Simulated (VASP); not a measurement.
# BaTiO2 (P6/mmm) in VASP: notebook

BaTiO2 is run at these levels: PBE; tasks: single point, relaxation of cell and atoms.

All numbers are computed with VASP 6.6.1; they aren't measurements. Logs are shortened: lines on timing, memory, paths and dates and some standing lists are left out, and cuts for length are marked.

**1. The cell of the first run**

It takes space group P6/mmm (No. 191, hexagonal). Conventional cell: a = 3.723 Å, b = 3.723 Å, c = 6.401 Å, α = 90.00°, β = 90.00°, γ = 120.00°. Within 4.2 Å of Ba (site symmetry 6/mmm) lie 2 Ti at 3.20 Å and 6 Ba at 3.72 Å and 12 O at 3.85 Å. Ti (site symmetry 6/mmm) has 6 O at 2.15 Å within 2.8 Å. O (site symmetry -6m2) has 3 Ti at 2.15 Å and 3 O at 2.15 Å within 2.8 Å.

**2. Single point, PBE**

Input file INCAR:

```
SYSTEM = BaTiO2
PREC = Accurate
ENCUT = 520
EDIFF = 1E-7
ISMEAR = 0
SIGMA = 0.1
LREAL = .FALSE.
LASPH = .TRUE.
NELM = 100
ALGO = Normal
ISIF = 2
LWAVE = .FALSE.
LCHARG = .TRUE.
GGA = PE
LELF = .TRUE.
LVHAR = .TRUE.
NBANDS = 25
```

Input file KPOINTS:

```
Automatic mesh
0
G
  12 12 8
  0 0 0
```

Input file POSCAR:

```
BaTiO2
1.0
    3.7225811375      0.0000000000      0.0000000000
   -1.8612905687      3.2238498327      0.0000000000
    0.0000000000      0.0000000000      6.4005257568
Ba Ti O
1 1 2
Direct
    0.0000000000      0.0000000000      0.0000000000
    0.0000000000      0.0000000000      0.5000000000
    0.3333333333      0.6666666667      0.5000000000
    0.6666666667      0.3333333333      0.5000000000
```

Potentials or basis: VASP PAW PBE potentials, release 64 (Ba_sv, Ti_sv, O).

Run with:

```console
> cat potpaw_PBE.64/Ba_sv/POTCAR potpaw_PBE.64/Ti_sv/POTCAR potpaw_PBE.64/O/POTCAR > POTCAR
> mpirun -np 1 vasp_std > vasp.out
```

OUTCAR:

```text
SYSTEM = BaTiO2
   PREC = Accurate
   ENCUT = 520
   EDIFF = 1E-7
   ISMEAR = 0
   LREAL = .FALSE.
   LASPH = .TRUE.
   NELM = 100
   ISIF = 2
   GGA = PE

 ion  position               nearest neighbor table
   1  0.000  0.000  0.000-   2 3.20   2 3.20
   2  0.000  0.000  0.500-   3 2.15   4 2.15   3 2.15   4 2.15   4 2.15   3 2.15   1 3.20   1 3.20

   3  0.333  0.667  0.500-   2 2.15   2 2.15   2 2.15
   4  0.667  0.333  0.500-   2 2.15   2 2.15   2 2.15

  LATTYP: Found a hexagonal cell.
 ALAT       =     3.7225811375
 C/A-ratio  =     1.7193784421

  Lattice vectors:

 A1 = (   3.7225811375,   0.0000000000,   0.0000000000)
 A2 = (  -1.8612905687,   3.2238498327,   0.0000000000)
 A3 = (   0.0000000000,   0.0000000000,   6.4005257568)

Analysis of symmetry for initial positions (statically):
=====================================================================
 Subroutine PRICEL returns:
 Original cell was already a primitive cell.

 Routine SETGRP: Setting up the symmetry group for a
 hexagonal supercell.

 Subroutine GETGRP returns: Found 24 space group operations
 (whereof 24 operations were pure point group operations)
 out of a pool of 24 trial point group operations.

The static configuration has the point symmetry D_6h.

Analysis of symmetry for dynamics (positions and initial velocities):
=====================================================================
 Subroutine PRICEL returns:
 Original cell was already a primitive cell.

 Routine SETGRP: Setting up the symmetry group for a
 hexagonal supercell.

 Subroutine GETGRP returns: Found 24 space group operations
 (whereof 24 operations were pure point group operations)
 out of a pool of 24 trial point group operations.

The dynamic configuration has the point symmetry D_6h.

 Subroutine INISYM returns: Found 24 space group operations
 (whereof 24 operations are pure point group operations),
 and found     1 'primitive' translations

----------------------------------------------------------------------------------------

                                     Primitive cell

  volume of cell :      76.8130

  direct lattice vectors                    reciprocal lattice vectors
     3.722581138  0.000000000  0.000000000     0.268630814  0.155094073  0.000000000
    -1.861290569  3.223849833  0.000000000     0.000000000  0.310188145  0.000000000
     0.000000000  0.000000000  6.400525757     0.000000000  0.000000000  0.156237165

  length of vectors
[... 87 lines left out ...]
   LREAL  =      F    real-space projection
   EDIFFG = 0.1E-05   stopping-criterion for IOM
   NSW    =      0    number of steps for IOM
   IBRION =     -1    ionic relax: 0-MD 1-quasi-New 2-CG
   NFREE  =      0    steps in history (QN), initial steepest desc. (CG)
   ISIF   =      2    stress and relaxation
   ISYM   =      2    0-nonsym 1-usesym 2-fastsym
   POTIM  = 0.5000    time-step for ionic-motion
   TEBEG  =    0.0;   TEEND  =   0.0 temperature during run
   PSTRESS=    0.0 pullay stress
   NELECT =      34.0000    total number of electrons
   NUPDOWN=      -1.0000    fix difference up-down
   EMIN   =  10.00;   EMAX   =-10.00  energy-range for DOS
   EFERMI =   0.00;   METHOD = LEGACY
   ISMEAR =     0;   SIGMA  =   0.10  broadening in eV -4-tet -1-fermi 0-gaus
   EFERMI_NEDOS =   21; number of points for ismear=-14 and -15
   IALGO  =     38    algorithm
   IMIX   =      4    mixing-type and parameters
     AMIX     =   0.40;   BMIX     =  1.00
     AMIX_MAG =   1.60;   BMIX_MAG =  1.00
  volume/ion in A,a.u.               =      19.20       129.59
  Fermi-wavevector in a.u.,A,eV,Ry     =   1.247641  2.357699 21.178934  1.556608
  Thomas-Fermi vector in A             =   2.381764
   LORBIT       =      0    0 simple, 1 ext, 2 COOP (PROOUT), +10 PAW based schemes
   GGA     = PE    functional components
   LHFCALC =     F    Hartree Fock is set to
   AEXX    =    0.0000 exact exchange contribution
   IVDW    =     0    specifies the selected vdW correction
   LEPSILON=     F    determine dielectric tensor
   LRPA    =     F    only Hartree local field effects (RPA)
 non-spin polarized calculation
 Gauss-broadening in eV      SIGMA  =   0.10
  energy-cutoff  :      520.00
  volume of cell :       76.81
 maximum number of plane-waves:      2094
 NGX is ok and might be reduce to    28
   NGX = 13   NGY = 13   NGZ = 23

 number of electron      33.9999993 magnetization

 Free energy of the ion-electron system (eV)
  ---------------------------------------------------
  ext. energy  EPLUGINS =         0.00000000
  ---------------------------------------------------
  free energy    TOTEN  =       -23.59278937 eV

  energy without entropy =      -23.57729311  energy(sigma->0) =      -23.58504124

 E-fermi :   4.3153     XC(G=0):  -9.7015

 val. band max:        4.3126728663   @ k =   0.4167   0.1667   0.5000
 cond. band min:       4.3195494459   @ k =   0.0833   0.0000   0.3750
 fundamental gap:      0.0068765797
 Fermi energy:         4.3152825302

 k-point     1 :       0.0000    0.0000    0.0000
  band No.  band energies     occupation
      1     -52.9742      2.00000
      2     -29.4610      2.00000
      3     -29.0330      2.00000
      4     -29.0330      2.00000
      5     -24.5606      2.00000
      6     -14.7047      2.00000
[... 661 lines left out ...]
     24       8.9500      0.00000
     25       8.9915      0.00000

 [... further k-points ...]

------------------------ aborting loop because EDIFF is reached ----------------------------------------

  FORCE on cell =-STRESS in cart. coord.  units (eV):
  Direction    XX          YY          ZZ          XY          YZ          ZX
  --------------------------------------------------------------------------------------
  -------------------------------------------------------------------------------------
  Total        0.2238247      0.2238247      0.1351920      0.0000000      0.0000000      0.0000000
  in kB        4.6685704      4.6685704      2.8198562      0.0000000      0.0000000      0.0000000
  external PRESSURE =       4.0523323 kB  Pullay stress =       0.0000000 kB

 VOLUME and BASIS-vectors are now :
 -----------------------------------------------------------------------------
  energy-cutoff  :      520.00
  volume of cell :       76.81
      direct lattice vectors                 reciprocal lattice vectors
     3.722581138  0.000000000  0.000000000     0.268630814  0.155094073  0.000000000
    -1.861290569  3.223849833  0.000000000     0.000000000  0.310188145  0.000000000
     0.000000000  0.000000000  6.400525757     0.000000000  0.000000000  0.156237165

 POSITION                                       TOTAL-FORCE (eV/Angst)
 -----------------------------------------------------------------------------------
      0.00000      0.00000      0.00000         0.000000      0.000000      0.000000
      0.00000      0.00000      3.20026         0.000000      0.000000      0.000000
     -0.00000      2.14923      3.20026         0.000000     -0.000000     -0.000000
      1.86129      1.07462      3.20026        -0.000000      0.000000      0.000000
 -----------------------------------------------------------------------------------
    total drift:                               -0.000000      0.000000      0.000000

  FREE ENERGIE OF THE ION-ELECTRON SYSTEM (eV)
  ---------------------------------------------------
  free  energy   TOTEN  =       -23.5927893714 eV

  energy  without entropy=      -23.5772931148  energy(sigma->0) =      -23.58504124
```

OSZICAR:

```text
N       E                     dE             d eps       ncg     rms          rms(c)
DAV:   1     0.354654468597E+03    0.35465E+03   -0.16954E+04  4750   0.140E+03
DAV:   2     0.971473975386E+01   -0.34494E+03   -0.32609E+03  5438   0.383E+02
DAV:   3    -0.309162563205E+02   -0.40631E+02   -0.39611E+02  7948   0.123E+02
DAV:   4    -0.327977223570E+02   -0.18815E+01   -0.18723E+01  6057   0.230E+01
[... 11 lines left out ...]
DAV:  16    -0.235927977496E+02    0.27849E-06   -0.12297E-05  6514   0.208E-02    0.294E-02
DAV:  17    -0.235927898812E+02    0.78684E-05   -0.22485E-05  6301   0.274E-02    0.564E-03
DAV:  18    -0.235927894875E+02    0.39373E-06   -0.14921E-06  6369   0.735E-03    0.290E-03
DAV:  19    -0.235927894448E+02    0.42663E-07   -0.10288E-06  5682   0.661E-03    0.256E-03
DAV:  20    -0.235927893714E+02    0.73416E-07   -0.16513E-07  3986   0.289E-03
   1 F= -.23592789E+02 E0= -.23585041E+02  d E =-.154963E-01
```

Run time: 7 min. Hardware: 1 thread of AMD EPYC 7R43 (Zen 3), shared host; peak memory 0.28 GiB.

Results:

```yaml
Free_energy: -23.5928 eV
Pressure: 0.4 GPa
Band_gap_on_the_k_mesh: zero (band 17 reaches 5.23 eV, above the bottom of band 18 at 3.73 eV)
```

Levels at points of the mesh, in eV from the Fermi level:
| k point | band 13 | band 14 | band 15 | band 16 | band 17 | band 18 | band 19 | band 20 | band 21 | band 22 |
| --- | --- | --- | --- | --- | --- | --- | --- | --- | --- | --- |
| (0.00, 0.00, 0.00) | -4.24 | -1.77 | -1.00 | -0.85 | -0.46 | -0.46 | 1.05 | 1.05 | 2.28 | 2.28 |
| (0.50, 0.00, 0.00) | -4.20 | -2.14 | -1.51 | -0.86 | -0.74 | -0.59 | 0.71 | 1.29 | 2.61 | 2.66 |
| (0.00, 0.00, 0.50) | -4.71 | -1.07 | -0.85 | -0.48 | -0.48 | 0.37 | 1.22 | 1.22 | 2.25 | 2.25 |
| (0.50, 0.00, 0.50) | -3.92 | -2.42 | -1.51 | -0.83 | -0.49 | 0.43 | 0.86 | 0.99 | 2.27 | 2.49 |

Caveat: spin-orbit coupling is left out, which moves the levels of the heavy elements; semilocal functionals often make such compounds metallic where correlation or magnetic order opens a gap, which also shifts bond lengths.

**3. Relaxation of cell and atoms, PBE**

Input file INCAR:

```
SYSTEM = BaTiO2
PREC     = Accurate       ! precision mode
ENCUT    = 600            ! plane-wave cutoff, eV
EDIFF    = 1E-6           ! SCF threshold, eV
ISMEAR   = 0              ! smearing method
SIGMA    = 0.1            ! smearing width, eV
LREAL    = .FALSE.        ! projectors in reciprocal space
LASPH    = .TRUE.         ! aspherical terms in the spheres
NELM     = 60             ! most SCF steps
ALGO     = Normal         ! electronic algorithm
ISIF     = 3              ! what is computed and relaxed
LWAVE    = .FALSE.        ! write WAVECAR
LCHARG   = .FALSE.        ! write CHGCAR
GGA      = PE             ! functional
IBRION   = 2              ! ionic algorithm
NSW      = 100            ! ionic steps
EDIFFG   = -0.01          ! ionic threshold
```

Input file KPOINTS:

```
regular mesh
0
G
  12 12 8
  0 0 0
```

Input file POSCAR:

```
BaTiO2
1.0
    3.7286297588      0.0000000000      0.0000000000
   -1.8643148794      3.2290880925      0.0000000000
    0.0000000000      0.0000000000      6.3807409147
Ba Ti O
1 1 2
Direct
    0.0000000000      0.0000000000      0.0000000000
    0.0000000000      0.0000000000      0.5000000000
    0.3333333333      0.6666666667      0.5000000000
    0.6666666667      0.3333333333      0.5000000000
```

Potentials or basis: VASP PAW PBE potentials, release 64 (Ba_sv, Ti_sv, O).

Run with:

```console
> cat potpaw_PBE.64/Ba_sv/POTCAR potpaw_PBE.64/Ti_sv/POTCAR potpaw_PBE.64/O/POTCAR > POTCAR
> mpirun -np 1 vasp_std > vasp.out
```

Wall time 19 min (1 thread of AMD EPYC 7R43 (Zen 3), shared host); peak memory 0.32 GiB.

It converged, with:

```yaml
Free_energy: -23.5964 eV
Relaxed_volume: 19.33 Å³/atom
Relaxed_cell: a = 3.727 Å, b = 3.727 Å, c = 6.427 Å, α = 90.00°, β = 90.00°, γ = 120.00°
Space_group_after_relaxing_to_0.05_Å: P6/mmm (No. 191)
Energy_gained_by_relaxing: 0.1 meV/atom
Ionic_steps: 7
Pressure_after_relaxing: 0.0 GPa
Band_gap_on_the_k_mesh: zero (band 17 reaches 5.16 eV, above the bottom of band 18 at 3.69 eV)
```

Step by step:
```
step  energy change (eV)  largest force (eV/Å)  pressure (GPa)  volume (Å³)
   1              0.0000                0.0000            0.07        76.82
   2             -0.0003                0.0000            0.10        76.92
   3             -0.0005                0.0000            0.12        77.02
   4             -0.0004                0.0000            0.19        77.23
   5             -0.0005                0.0000            0.15        77.11
   6             -0.0006                0.0000           -0.08        77.42
   7             -0.0006                0.0000           -0.01        77.31
```

Final structure:
```
Ba Ti O
1.0
     3.72696    0.00000    0.00000
    -1.86348    3.22764    0.00000
     0.00000    0.00000    6.42671
Ba Ti O
1 1 2
Direct
  0.00000 0.00000 0.00000
  0.00000 0.00000 0.50000
  0.33333 0.66667 0.50000
  0.66667 0.33333 0.50000
```

Levels at points of the mesh, in eV from the Fermi level:
```csv
k point,band 15,band 16,band 17,band 18,band 19,band 20
"(0.00, 0.00, 0.00)",-0.98,-0.83,-0.45,-0.45,1.06,1.06
"(0.50, 0.00, 0.00)",-1.50,-0.85,-0.73,-0.57,0.73,1.28
"(0.00, 0.00, 0.50)",-0.84,-0.47,-0.47,0.35,1.22,1.22
"(0.50, 0.00, 0.50)",-1.50,-0.82,-0.49,0.44,0.85,1.00
```

Caveat: spin-orbit coupling is left out, which moves the levels of the heavy elements; semilocal functionals often make such compounds metallic where correlation or magnetic order opens a gap, which also shifts bond lengths.
